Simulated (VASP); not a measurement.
# CdTe (F-43m) in VASP: further runs

Runs on CdTe. Level: PBE. Tasks: single point.

Program: VASP 6.6.1. These are calculated values, not measurements. Logs are shortened: lines on timing, memory, paths and dates and some standing lists are left out, and cuts for length are marked.

### 1 The cell of the first run

Symmetry: F-43m, No. 216, cubic system. Conventional cell: a = 6.410 Å, b = 6.410 Å, c = 6.410 Å, α = 90.00°, β = 90.00°, γ = 90.00°. Te (site symmetry -43m) has 4 Cd at 2.78 Å within 3.7 Å. Cd (site symmetry -43m) has 4 Te at 2.78 Å within 3.7 Å.

### 2 Single point, PBE

INCAR

```
PREC     = Accurate       # precision mode
ENCUT    = 520            # plane-wave cutoff, eV
EDIFF    = 1E-6           # SCF threshold, eV
ISMEAR   = -1             # smearing method
SIGMA    = 0.05           # smearing width, eV
LREAL    = F              # projectors in reciprocal space
LASPH    = T              # aspherical terms in the spheres
NELM     = 100            # most SCF steps
ALGO     = Normal         # electronic algorithm
ISIF     = 2              # what is computed and relaxed
LWAVE    = F              # write WAVECAR
LCHARG   = F              # write CHGCAR
GGA      = PE             # functional
NBANDS   = 16             # bands
```

KPOINTS

```
Automatic mesh
0
Gamma
  7 7 7
```

POSCAR

```
CdTe
1.0
    0.0000000000      3.2050000000      3.2050000000
    3.2050000000      0.0000000000      3.2050000000
    3.2050000000      3.2050000000      0.0000000000
Te Cd
1 1
Direct
    0.7500000000      0.7500000000      0.7500000000
    0.0000000000      0.0000000000      0.0000000000
```

Potentials or basis: VASP PAW PBE potentials, release 64 (Te, Cd).

Started as:

```
$ cat potpaw_PBE.64/Te/POTCAR potpaw_PBE.64/Cd/POTCAR > POTCAR
$ mpirun -np 1 vasp_std > vasp.out
```

OUTCAR:

```text
PREC = Accurate
   ENCUT = 520
   EDIFF = 1E-6
   ISMEAR = -1
   LREAL = F
   LASPH = T
   NELM = 100
   ISIF = 2
   GGA = PE

 ion  position               nearest neighbor table
   1  0.750  0.750  0.750-   2 2.78   2 2.78   2 2.78   2 2.78
   2  0.000  0.000  0.000-   1 2.78   1 2.78   1 2.78   1 2.78

  LATTYP: Found a face centered cubic cell.
 ALAT       =     6.4100000000

  Lattice vectors:

 A1 = (   0.0000000000,   3.2050000000,   3.2050000000)
 A2 = (   3.2050000000,   0.0000000000,   3.2050000000)
 A3 = (   3.2050000000,   3.2050000000,   0.0000000000)

Analysis of symmetry for initial positions (statically):
=====================================================================
 Subroutine PRICEL returns:
 Original cell was already a primitive cell.

 Routine SETGRP: Setting up the symmetry group for a
 face centered cubic supercell.

 Subroutine GETGRP returns: Found 24 space group operations
 (whereof 24 operations were pure point group operations)
 out of a pool of 48 trial point group operations.

The static configuration has the point symmetry T_d .

Analysis of symmetry for dynamics (positions and initial velocities):
=====================================================================
 Subroutine PRICEL returns:
 Original cell was already a primitive cell.

 Routine SETGRP: Setting up the symmetry group for a
 face centered cubic supercell.

 Subroutine GETGRP returns: Found 24 space group operations
 (whereof 24 operations were pure point group operations)
 out of a pool of 48 trial point group operations.

The dynamic configuration has the point symmetry T_d .

 Subroutine INISYM returns: Found 24 space group operations
 (whereof 24 operations are pure point group operations),
 and found     1 'primitive' translations

----------------------------------------------------------------------------------------

                                     Primitive cell

  volume of cell :      65.8437

  direct lattice vectors                    reciprocal lattice vectors
     0.000000000  3.205000000  3.205000000    -0.156006240  0.156006240  0.156006240
     3.205000000  0.000000000  3.205000000     0.156006240 -0.156006240  0.156006240
     3.205000000  3.205000000  0.000000000     0.156006240  0.156006240 -0.156006240

  length of vectors
     4.532554467  4.532554467  4.532554467     0.270210734  0.270210734  0.270210734

  position of ions in fractional coordinates (direct lattice)
     0.750000000  0.750000000  0.750000000
     0.000000000  0.000000000  0.000000000

  ion indices of the primitive-cell ions
   primitive index   ion index
                 1           1
                 2           2

----------------------------------------------------------------------------------------

 KPOINTS: Automatic mesh

Automatic generation of k-mesh.
 Grid dimensions read from file:
 generate k-points for:    7    7    7

 Generating k-lattice:

  Cartesian coordinates                     Fractional coordinates (reciprocal lattice)
    -0.022286606  0.022286606  0.022286606     0.142857143  0.000000000  0.000000000
     0.022286606 -0.022286606  0.022286606     0.000000000  0.142857143  0.000000000
     0.022286606  0.022286606 -0.022286606     0.000000000  0.000000000  0.142857143

  Length of vectors
     0.038601533  0.038601533  0.038601533

  Shift w.r.t. Gamma in fractional coordinates (k-lattice)
     0.000000000  0.000000000  0.000000000

 Subroutine IBZKPT returns following result:
 ===========================================

 Found     20 irreducible k-points:

 Following reciprocal coordinates:
            Coordinates               Weight
  0.000000  0.000000  0.000000      1.000000
  0.142857  0.000000  0.000000      8.000000
  0.285714  0.000000  0.000000      8.000000
  0.428571  0.000000  0.000000      8.000000
  0.142857  0.142857  0.000000      6.000000
  0.285714  0.142857  0.000000     24.000000
[... 12 lines left out ...]
 -0.428571  0.428571  0.142857     24.000000
 -0.285714  0.428571  0.142857     24.000000
   k-points           NKPTS =     20   k-points in BZ     NKDIM =     20   number of bands    NBANDS=     16
   number of dos      NEDOS =    301   number of ions     NIONS =      2
   total plane-waves  NPLWV =  46656
   dimension x,y,z NGX =    36 NGY =   36 NGZ =   36
   dimension x,y,z NGXF=    72 NGYF=   72 NGZF=   72
   ions per type =               1   1
   NGX,Y,Z   is equivalent  to a cutoff of  13.20, 13.20, 13.20 a.u.
   NGXF,Y,Z  is equivalent  to a cutoff of  26.41, 26.41, 26.41 a.u.
 SYSTEM =  unknown system
   PREC   = accura    normal or accurate (medium, high low for compatibility)
   ISTART =      0    job   : 0-new  1-cont  2-samecut
   ICHARG =      2    charge: 1-file 2-atom 10-const
   ISPIN  =      1    spin polarized calculation?
   LNONCOLLINEAR =      F non collinear calculations
   LSORBIT =      F    spin-orbit coupling
   LASPH  =      T    aspherical Exc in radial PAW
   ENCUT  =  520.0 eV  38.22 Ry    6.18 a.u.   8.43  8.43  8.43*2*pi/ulx,y,z
   NELM   =    100;   NELMIN=  2; NELMDL= -5     # of ELM steps
   EDIFF  = 0.1E-05   stopping-criterion for ELM
   LREAL  =      F    real-space projection
   EDIFFG = 0.1E-04   stopping-criterion for IOM
   NSW    =      0    number of steps for IOM
   IBRION =     -1    ionic relax: 0-MD 1-quasi-New 2-CG
   NFREE  =      0    steps in history (QN), initial steepest desc. (CG)
   ISIF   =      2    stress and relaxation
   ISYM   =      2    0-nonsym 1-usesym 2-fastsym
   POTIM  = 0.5000    time-step for ionic-motion
   TEBEG  =    0.0;   TEEND  =   0.0 temperature during run
   PSTRESS=    0.0 pullay stress
   NELECT =      18.0000    total number of electrons
   NUPDOWN=      -1.0000    fix difference up-down
   EMIN   =  10.00;   EMAX   =-10.00  energy-range for DOS
   EFERMI =   0.00;   METHOD = LEGACY
   ISMEAR =    -1;   SIGMA  =   0.05  broadening in eV -4-tet -1-fermi 0-gaus
   EFERMI_NEDOS =   21; number of points for ismear=-14 and -15
   IALGO  =     38    algorithm
   IMIX   =      4    mixing-type and parameters
     AMIX     =   0.40;   BMIX     =  1.00
     AMIX_MAG =   1.60;   BMIX_MAG =  1.00
  volume/ion in A,a.u.               =      32.92       222.17
  Fermi-wavevector in a.u.,A,eV,Ry     =   1.062497  2.007828 15.359610  1.128899
  Thomas-Fermi vector in A             =   2.197950
   LORBIT       =      0    0 simple, 1 ext, 2 COOP (PROOUT), +10 PAW based schemes
   GGA     = PE    functional components
   LHFCALC =     F    Hartree Fock is set to
   AEXX    =    0.0000 exact exchange contribution
   IVDW    =     0    specifies the selected vdW correction
   LEPSILON=     F    determine dielectric tensor
   LRPA    =     F    only Hartree local field effects (RPA)
 non-spin polarized calculation
  energy-cutoff  :      520.00
  volume of cell :       65.84
 maximum number of plane-waves:      1807
 NGX is ok and might be reduce to    36
   NGX = 17   NGY = 17   NGZ = 17

 number of electron      17.9999995 magnetization

 Free energy of the ion-electron system (eV)
  ---------------------------------------------------
  ext. energy  EPLUGINS =         0.00000000
  ---------------------------------------------------
  free energy    TOTEN  =        -4.72525188 eV

  energy without entropy =       -4.72525014  energy(sigma->0) =       -4.72525101

 E-fermi :   3.1223     XC(G=0):  -8.7320

 val. band max:        2.6549394075   @ k =   0.0000   0.0000   0.0000
 cond. band min:       3.5280149237   @ k =   0.0000   0.0000   0.0000
 fundamental gap:      0.8730755162
 Fermi energy:         3.1223411502

 k-point     1 :       0.0000    0.0000    0.0000
  band No.  band energies     occupation
      1      -8.7136      2.00000
      2      -5.7519      2.00000
      3      -5.7519      2.00000
      4      -5.7519      2.00000
      5      -5.4661      2.00000
      6      -5.4661      2.00000
[... 8 lines left out ...]
     15      12.0697      0.00000
     16      12.0697      0.00000

 k-point     2 :       0.1429    0.0000    0.0000
  band No.  band energies     occupation
      1      -8.6328      2.00000
      2      -5.7364      2.00000
      3      -5.7364      2.00000
      4      -5.6896      2.00000
      5      -5.4673      2.00000
      6      -5.4673      2.00000
[... 8 lines left out ...]
     15      11.2369      0.00000
     16      11.2369      0.00000

 k-point     3 :       0.2857    0.0000    0.0000
  band No.  band energies     occupation
      1      -8.4503      2.00000
      2      -5.7050      2.00000
      3      -5.7050      2.00000
      4      -5.4729      2.00000
      5      -5.4655      2.00000
      6      -5.4655      2.00000
[... 8 lines left out ...]
     15      11.2604      0.00000
     16      11.2604      0.00000

 k-point     4 :       0.4286    0.0000    0.0000
  band No.  band energies     occupation
      1      -8.3064      2.00000
      2      -5.6850      2.00000
      3      -5.6850      2.00000
      4      -5.4579      2.00000
      5      -5.4579      2.00000
      6      -5.1539      2.00000
[... 8 lines left out ...]
     15      12.5167      0.00000
     16      12.5167      0.00000
[... 248 lines left out ...]
 k-point    18 :      -0.4286    0.2857    0.1429
  band No.  band energies     occupation
      1      -8.2219      2.00000
      2      -5.6492      2.00000
      3      -5.6360      2.00000
      4      -5.4945      2.00000
      5      -5.4586      2.00000
      6      -5.0091      2.00000
[... 8 lines left out ...]
     15      12.7141      0.00000
     16      13.6154      0.00000

 k-point    19 :      -0.4286    0.4286    0.1429
  band No.  band energies     occupation
      1      -8.1777      2.00000
      2      -5.6125      2.00000
      3      -5.6090      2.00000
      4      -5.5284      2.00000
      5      -5.4472      2.00000
      6      -4.9431      2.00000
[... 8 lines left out ...]
     15      13.5000      0.00000
     16      14.3068      0.00000

 k-point    20 :      -0.2857    0.4286    0.1429
  band No.  band energies     occupation
      1      -8.1675      2.00000
      2      -5.6267      2.00000
      3      -5.6105      2.00000
      4      -5.5011      2.00000
      5      -5.4631      2.00000
      6      -4.8684      2.00000
[... 8 lines left out ...]
     15      12.9031      0.00000
     16      14.8133      0.00000

------------------------ aborting loop because EDIFF is reached ----------------------------------------

  FORCE on cell =-STRESS in cart. coord.  units (eV):
  Direction    XX          YY          ZZ          XY          YZ          ZX
  --------------------------------------------------------------------------------------
  -------------------------------------------------------------------------------------
  Total        1.8078926      1.8078926      1.8078926      0.0000000      0.0000000      0.0000000
  in kB       43.9915339     43.9915339     43.9915339      0.0000000      0.0000000      0.0000000
  external PRESSURE =      43.9915339 kB  Pullay stress =       0.0000000 kB

 VOLUME and BASIS-vectors are now :
 -----------------------------------------------------------------------------
  energy-cutoff  :      520.00
  volume of cell :       65.84
      direct lattice vectors                 reciprocal lattice vectors
     0.000000000  3.205000000  3.205000000    -0.156006240  0.156006240  0.156006240
     3.205000000  0.000000000  3.205000000     0.156006240 -0.156006240  0.156006240
     3.205000000  3.205000000  0.000000000     0.156006240  0.156006240 -0.156006240

 POSITION                                       TOTAL-FORCE (eV/Angst)
 -----------------------------------------------------------------------------------
      4.80750      4.80750      4.80750        -0.000000      0.000000      0.000000
      0.00000      0.00000      0.00000         0.000000     -0.000000     -0.000000
 -----------------------------------------------------------------------------------
    total drift:                                0.000000      0.000000      0.000000

  FREE ENERGIE OF THE ION-ELECTRON SYSTEM (eV)
  ---------------------------------------------------
  free  energy   TOTEN  =        -4.7252518848 eV

  energy  without entropy=       -4.7252501421  energy(sigma->0) =       -4.72525101
```

Run time: 14 s. Hardware: 1 thread of Intel Xeon 6975P-C (Granite Rapids), shared host; peak memory 0.21 GiB.

What came out:

- Free energy: -4.7253 eV
- Pressure: 4.4 GPa
- Band gap on the k mesh: 0.87 eV, direct

Caveat: spin-orbit coupling is left out, which moves the levels of the heavy elements.

### 3 Single point, PBE (volume scaled by 1.02)

INCAR

```
SYSTEM = CdTe
ALGO = Normal
EDIFF = 1E-7
ENCUT = 520
GGA = PE
ISIF = 2
ISMEAR = -1
LASPH = .True.
LCHARG = .True.
LELF = .True.
LREAL = .False.
LVHAR = .True.
LWAVE = .False.
NBANDS = 16
NELM = 100
PREC = Accurate
SIGMA = 0.05
```

KPOINTS

```
k-points
0
Gamma
  7 7 7
  0 0 0
```

POSCAR

```
CdTe
1.0
    0.0000000000      3.2262257841      3.2262257841
    3.2262257841      0.0000000000      3.2262257841
    3.2262257841      3.2262257841      0.0000000000
Te Cd
1 1
Direct
    0.7500000000      0.7500000000      0.7500000000
    0.0000000000      0.0000000000      0.0000000000
```

Potentials or basis: VASP PAW PBE potentials, release 64 (Te, Cd).

Started as:

```
$ cat potpaw_PBE.64/Te/POTCAR potpaw_PBE.64/Cd/POTCAR > POTCAR
$ mpirun -np 1 vasp_std > vasp.out
```

It took 13 s on 1 thread of Intel Xeon 6975P-C (Granite Rapids), shared host; peak memory 0.21 GiB.

It converged, with:

```yaml
Free_energy: -4.7570 eV
Pressure: 3.4 GPa
Band_gap_on_the_k_mesh: 0.81 eV, direct
```

Levels at points of the mesh, in eV from the valence-band top:
```csv
k point,band 7,band 8,band 9,band 10,band 11,band 12
"(0.00, 0.00, 0.00)",0.00,0.00,0.00,0.81,4.59,4.59
```

Caveat: spin-orbit coupling is left out, which moves the levels of the heavy elements.
